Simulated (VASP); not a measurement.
# SrO (P6_3/mmc) in VASP: single point with PBEsol

Aim: the single point of SrO with PBEsol.

Program: VASP 6.6.1. These are calculated values, not measurements. Logs are shortened: lines on timing, memory, paths and dates and some standing lists are left out, and cuts for length are marked.

**1. The cell of the first run**

The structure is hexagonal, space group P6_3/mmc (No. 194). Conventional cell: a = 3.553 Å, b = 3.553 Å, c = 6.217 Å, α = 90.00°, β = 90.00°, γ = 120.00°. Within 3.4 Å of Sr (site symmetry -6m2) lie 6 O at 2.57 Å. Within 3.4 Å of O (site symmetry -3m) lie 6 Sr at 2.57 Å and 2 O at 3.11 Å.

**2. Single point, PBEsol**

INCAR reads:

```
SYSTEM = SrO
PREC = Accurate
ENCUT = 520
EDIFF = 1E-6
ISMEAR = 0
SIGMA = 0.1
LREAL = Auto
LASPH = .True.
NELM = 80
ALGO = Normal
ISIF = 2
LWAVE = .False.
LCHARG = .False.
GGA = PS
NBANDS = 78
ISYM = 0
```

KPOINTS reads:

```
Automatic mesh
0
Gamma
  2 2 2
  0.5 0.5 0.5
```

POSCAR reads:

```
SrO
1.0
   -7.1065761804      0.0000000000      0.0000000000
   -3.5532880902      6.1544755062      0.0000000000
   -3.5532880902      0.0000000000     -6.2173039800
Sr O
8 8
Direct
    0.4583333333      0.3333333333      0.7500000000
    0.4583333333      0.8333333333      0.7500000000
    0.9583333333      0.3333333333      0.7500000000
    0.9583333333      0.8333333333      0.7500000000
    0.5416666667      0.1666666667      0.2500000000
    0.5416666667      0.6666666667      0.2500000000
    0.0416666667      0.1666666667      0.2500000000
    0.0416666667      0.6666666667      0.2500000000
    0.5000000000      0.0000000000      0.0000000000
    0.5000000000      0.5000000000      0.0000000000
    0.0000000000      0.0000000000      0.0000000000
    0.0000000000      0.5000000000      0.0000000000
    0.7500000000      0.0000000000      0.5000000000
    0.7500000000      0.5000000000      0.5000000000
    0.2500000000      0.0000000000      0.5000000000
    0.2500000000      0.5000000000      0.5000000000
```

Potentials or basis: VASP PAW PBE potentials, release 64 (Sr_sv, O).

The run is started by

```
cat potpaw_PBE.64/Sr_sv/POTCAR potpaw_PBE.64/O/POTCAR > POTCAR
mpirun -np 1 vasp_std > vasp.out
```

OUTCAR:

```text
SYSTEM = SrO
   PREC = Accurate
   ENCUT = 520
   EDIFF = 1E-6
   ISMEAR = 0
   LREAL = Auto
   LASPH = .True.
   NELM = 80
   ISIF = 2
   GGA = PS
   ISYM = 0

 ion  position               nearest neighbor table
   1  0.458  0.333  0.750-  12 2.57  16 2.57  13 2.57   9 2.57  14 2.57  10 2.57   3 3.55   3 3.55
                             2 3.55   4 3.55   2 3.55   4 3.55   7 3.72   5 3.72   7 3.72   5 3.72
   2  0.458  0.833  0.750-  11 2.57  15 2.57  14 2.57  10 2.57   9 2.57  13 2.57   4 3.55   4 3.55
                             1 3.55   3 3.55   3 3.55   1 3.55   8 3.72   6 3.72   8 3.72   6 3.72
   3  0.958  0.333  0.750-  10 2.57  14 2.57  11 2.57  15 2.57  12 2.57  16 2.57   1 3.55   1 3.55
                             2 3.55   4 3.55   4 3.55   2 3.55   5 3.72   7 3.72   7 3.72   5 3.72
   4  0.958  0.833  0.750-   9 2.57  13 2.57  12 2.57  16 2.57  15 2.57  11 2.57   2 3.55   2 3.55
                             1 3.55   3 3.55   1 3.55   3 3.55   6 3.72   8 3.72   8 3.72   6 3.72
   5  0.542  0.167  0.250-  11 2.57  13 2.57  10 2.57  16 2.57  15 2.57   9 2.57   7 3.55   7 3.55
                             6 3.55   8 3.55   6 3.55   8 3.55   1 3.72   3 3.72   1 3.72   3 3.72
   6  0.542  0.667  0.250-  12 2.57  14 2.57   9 2.57  15 2.57  10 2.57  16 2.57   8 3.55   8 3.55
                             5 3.55   7 3.55   7 3.55   5 3.55   2 3.72   4 3.72   2 3.72   4 3.72
   7  0.042  0.167  0.250-   9 2.57  15 2.57  14 2.57  12 2.57  11 2.57  13 2.57   5 3.55   5 3.55
                             6 3.55   8 3.55   8 3.55   6 3.55   3 3.72   1 3.72   3 3.72   1 3.72
   8  0.042  0.667  0.250-  10 2.57  16 2.57  13 2.57  11 2.57  14 2.57  12 2.57   6 3.55   6 3.55
                             5 3.55   7 3.55   5 3.55   7 3.55   4 3.72   2 3.72   4 3.72   2 3.72
   9  0.500  0.000  0.000-   4 2.57   7 2.57   6 2.57   1 2.57   2 2.57   5 2.57
  10  0.500  0.500  0.000-   3 2.57   8 2.57   5 2.57   2 2.57   6 2.57   1 2.57
  11  0.000  0.000  0.000-   2 2.57   5 2.57   3 2.57   8 2.57   7 2.57   4 2.57
  12  0.000  0.500  0.000-   1 2.57   6 2.57   4 2.57   7 2.57   3 2.57   8 2.57
  13  0.750  0.000  0.500-   4 2.57   5 2.57   1 2.57   8 2.57   7 2.57   2 2.57
  14  0.750  0.500  0.500-   3 2.57   6 2.57   2 2.57   7 2.57   1 2.57   8 2.57
  15  0.250  0.000  0.500-   2 2.57   7 2.57   6 2.57   3 2.57   4 2.57   5 2.57
  16  0.250  0.500  0.500-   1 2.57   8 2.57   5 2.57   4 2.57   6 2.57   3 2.57

IMPORTANT INFORMATION: All symmetrisations will be switched off!
NOSYMM: (Re-)initialisation of all symmetry stuff for point group C_1.

----------------------------------------------------------------------------------------

                                     Primitive cell

  volume of cell :     271.9278

  direct lattice vectors                    reciprocal lattice vectors
    -7.106576180  0.000000000  0.000000000    -0.140714737 -0.081241691  0.080420710
    -3.553288090  6.154475506  0.000000000     0.000000000  0.162483383  0.000000000
    -3.553288090  0.000000000 -6.217303980     0.000000000  0.000000000 -0.160841420

  length of vectors
     7.106576180  7.106576180  7.161056139     0.181296278  0.162483383  0.160841420

  position of ions in fractional coordinates (direct lattice)
     0.458333333  0.333333333  0.750000000
     0.458333333  0.833333333  0.750000000
     0.958333333  0.333333333  0.750000000
[... 118 lines left out ...]
  Thomas-Fermi vector in A             =   2.406305
   LORBIT       =      0    0 simple, 1 ext, 2 COOP (PROOUT), +10 PAW based schemes
   GGA     = PS    functional components
   LHFCALC =     F    Hartree Fock is set to
   AEXX    =    0.0000 exact exchange contribution
   IVDW    =     0    specifies the selected vdW correction
   LEPSILON=     F    determine dielectric tensor
   LRPA    =     F    only Hartree local field effects (RPA)
 non-spin polarized calculation
 Gauss-broadening in eV      SIGMA  =   0.10
  energy-cutoff  :      520.00
  volume of cell :      271.93
 maximum number of plane-waves:      7333
 NGX is ok and might be reduce to    54
   NGX = 27   NGY = 27   NGZ = 27

 number of electron     127.9999999 magnetization

 Free energy of the ion-electron system (eV)
  ---------------------------------------------------
  ext. energy  EPLUGINS =         0.00000000
  ---------------------------------------------------
  free energy    TOTEN  =       -99.79546078 eV

  energy without entropy =      -99.79546078  energy(sigma->0) =      -99.79546078

 E-fermi :   2.2735     XC(G=0): -10.2668

 val. band max:        1.8135145930   @ k =   0.2500   0.2500   0.2500
 cond. band min:       5.2310591761   @ k =   0.2500   0.2500   0.5000
 fundamental gap:      3.4175445831
 Fermi energy:         2.2735387708

 k-point     1 :       0.2500    0.2500    0.2500
  band No.  band energies     occupation
      1     -30.7777      2.00000
      2     -30.6830      2.00000
      3     -30.6586      2.00000
      4     -30.6469      2.00000
      5     -30.6393      2.00000
      6     -30.6380      2.00000
[... 1253 lines left out ...]
     75       8.2874      0.00000
     76       8.3005      0.00000
 [bands above 76 left out]

------------------------ aborting loop because EDIFF is reached ----------------------------------------

  FORCE on cell =-STRESS in cart. coord.  units (eV):
  Direction    XX          YY          ZZ          XY          YZ          ZX
  --------------------------------------------------------------------------------------
  -------------------------------------------------------------------------------------
  Total       -2.7426803     -2.6941040     -3.7005599     -0.0000400      0.0004615      0.0000301
  in kB      -16.1596592    -15.8734514    -21.8034116     -0.0002356      0.0027190      0.0001774
  external PRESSURE =     -17.9455074 kB  Pullay stress =       0.0000000 kB

 VOLUME and BASIS-vectors are now :
 -----------------------------------------------------------------------------
  energy-cutoff  :      520.00
  volume of cell :      271.93
      direct lattice vectors                 reciprocal lattice vectors
    -7.106576180  0.000000000  0.000000000    -0.140714737 -0.081241691  0.080420710
    -3.553288090  6.154475506  0.000000000     0.000000000  0.162483383  0.000000000
    -3.553288090  0.000000000 -6.217303980     0.000000000  0.000000000 -0.160841420

 POSITION                                       TOTAL-FORCE (eV/Angst)
 -----------------------------------------------------------------------------------
     -7.10658      2.05149     -4.66298        -0.000012     -0.000433     -0.001062
     -8.88322      5.12873     -4.66298         0.000022     -0.000386     -0.001052
    -10.65986      2.05149     -4.66298         0.000010     -0.000450     -0.001024
    -12.43651      5.12873     -4.66298        -0.000018     -0.000381     -0.001070
     -5.32993      1.02575     -1.55433         0.000078      0.000378      0.001065
     -7.10658      4.10298     -1.55433        -0.000005      0.000490      0.001048
[... 8 lines left out ...]
     -3.55329      0.00000     -3.10865        -0.000002     -0.000003     -0.000002
     -5.32993      3.07724     -3.10865        -0.000002     -0.000002     -0.000004
 -----------------------------------------------------------------------------------
    total drift:                               -0.000020     -0.000011     -0.000006

  FREE ENERGIE OF THE ION-ELECTRON SYSTEM (eV)
  ---------------------------------------------------
  free  energy   TOTEN  =       -99.7954607795 eV

  energy  without entropy=      -99.7954607794  energy(sigma->0) =      -99.79546078
```

stdout:

```text
POSCAR found type information on POSCAR SrO
 POSCAR found :  2 types and      16 ions
 scaLAPACK will be used
 -----------------------------------------------------------------------------
|                                                                             |
|                                                                             |
|     You enforced a specific xc type in the INCAR file but a different       |
|     I HOPE YOU KNOW WHAT YOU ARE DOING!                                     |
|                                                                             |
 -----------------------------------------------------------------------------

 LDA part: xc-table for (Slater+PW92), standard interpolation
 POSCAR, INCAR and KPOINTS ok, starting setup
 FFT: planning ... GRIDC
 FFT: planning ... GRID_SOFT
 FFT: planning ... GRID
 WAVECAR not read
 entering main loop
```

Run time: 12 min. Hardware: 1 thread of Intel Xeon Platinum 8488C (Sapphire Rapids), shared host; peak memory 0.5 GiB.

Results:

| Item | Value |
| --- | --- |
| Free energy | -99.7955 eV |
| Pressure | -1.8 GPa |
| Band gap on the k mesh | 3.42 eV |

Stress tensor (GPa, compression positive):
```
-1.62  0.00  0.00
 0.00 -1.59  0.00
 0.00  0.00 -2.18
```

Levels at points of the mesh, in eV from the valence-band top:
| k point | band 61 | band 62 | band 63 | band 64 | band 65 | band 66 | band 67 | band 68 |
| --- | --- | --- | --- | --- | --- | --- | --- | --- |
| (0.25, 0.25, 0.25) | -0.52 | -0.50 | -0.20 | 0.00 | 3.61 | 3.93 | 4.04 | 4.20 |

Caveat: the k points lie up to 0.57 Å⁻¹ apart; the PAW data sets were made with another functional, which shifts forces and pressure a little; a shifted mesh leaves out Γ, where band edges can lie. A k mesh can miss the band edges.
